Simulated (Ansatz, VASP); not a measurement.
## One calculation of BN, two programs

```xyz
2
Lattice="1.3512 0.7801 3.3729 -1.3512 0.7801 3.3729 0.0000 -1.5602 3.3729" Properties=species:S:1:pos:R:3 pbc="T T T"
B     0.0000    0.0000   10.1155
N     0.0000    0.0000    3.3672
```

Alike in both runs: task single point; functional PBE; k mesh 12 × 12 × 12; occupations gaussian, width 0.05 eV; no spin polarisation.

```csv
,VASP,Ansatz
version,VASP 6.6.1,Ansatz 0.2.0
potentials or method,"VASP PAW PBE potentials, release 64 (B, N)","scalar-relativistic, plane waves, PAW"
plane-wave cutoff (eV),600,420
valence electrons in the cell,8,8
```

```tsv
	VASP	Ansatz	Ansatz less VASP
gap on the k mesh at the Fermi level (eV)	3.79	3.80	+0.004
rms of the force components (eV/Å)	0.009	0.009	0.0000
```

Atom by atom the forces differ by 0.000 eV/Å (rms over components). The functional is the same, so the differences come from potentials, cutoffs and numerics.
